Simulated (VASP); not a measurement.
Set up this calculation in VASP 6.6.1, as the native input.

* Task: single point
* Functional: PBE
* Potentials or basis: VASP PAW PBE potentials, release 64 (O, Si, Ge_d)
* Cutoff: 520 eV
* k mesh: 3 × 3 × 3
* Occupations: gaussian, width 0.1 eV
* Spin: no spin polarisation
* Dipole correction: no
* Further INCAR settings: LREAL = Auto; ALGO = Normal; EDIFF = 1e-06; NBANDS = 107; ISYM = 0

The structure of Si3Ge5O16 lies in POSCAR:

```
Si3Ge5O16
1.0
    4.3857953157     -4.3846766236      0.0000061571
   -4.3941873773     -4.3930686851      0.0000073177
    0.0041967852      4.3888814129     -5.6556014182
O Si Ge
16 3 5
Direct
    0.7529443486      0.4436474415      0.5079030887
    0.4915375401      0.1837629021      0.9851009211
    0.2548842198      0.9452792938      0.5117499771
    0.9917277799      0.6889052558      0.9854630332
    0.7529216459      0.0666422228      0.5079063980
    0.4915288208      0.8037283304      0.9851021882
    0.2548655011      0.5688470491      0.5117491390
   -0.0082749151      0.2989460885     -0.0145368059
    0.9280723868      0.1178825124      0.2333849892
    0.6839123388      0.8819103694      0.7614461378
    0.4301649863      0.6259179781      0.2494315758
    0.1686222938      0.3740565739      0.7457226489
    0.3032866519      0.1178773371      0.2333884190
    0.0755011705      0.8819162791      0.7614438165
    0.8172586262      0.6259173638      0.2494275615
    0.5750804499      0.3740598448      0.7457292818
   -0.0044539570      0.9977128670      0.9930993476
    0.3741363636      0.8762911776      0.7502102938
    0.8735494020      0.3757578788      0.7491231223
    0.7525143920      0.7547153577      0.5070405752
    0.4955204671      0.4977345333      0.9930945131
    0.2472203957      0.2494098202      0.4964488723
    0.6216085241      0.1238173059      0.2452723509
    0.1218217286      0.6240068480      0.2456380612
```

These files were run (other wordings do the same):

INCAR

```
PREC = Accurate
ENCUT = 520
EDIFF = 1E-6
ISMEAR = 0
SIGMA = 0.1
LREAL = Auto
LASPH = True
NELM = 80
ALGO = Normal
ISIF = 2
LWAVE = False
LCHARG = True
GGA = PE
LELF = True
LVHAR = True
ISYM = 0
NBANDS = 107
```

KPOINTS

```
regular mesh
0
Gamma
  3 3 3
```

Potentials or basis: VASP PAW PBE potentials, release 64 (O, Si, Ge_d).

Launch:

```sh
$ cat potpaw_PBE.64/O/POTCAR potpaw_PBE.64/Si/POTCAR potpaw_PBE.64/Ge_d/POTCAR > POTCAR
$ mpirun -np 1 vasp_std > vasp.out
```

Results of the run:

```yaml
Pressure: 0.2 GPa
Largest_force: 0.030 eV/Å
Band_gap_on_the_k_mesh: 2.26 eV, direct
```

Wall time 8.2 min on 1 thread of Intel(R) Xeon(R) Platinum 8375C CPU @ 2.90GHz (Ice Lake), with other jobs on the host, peak memory 0.45 GiB.
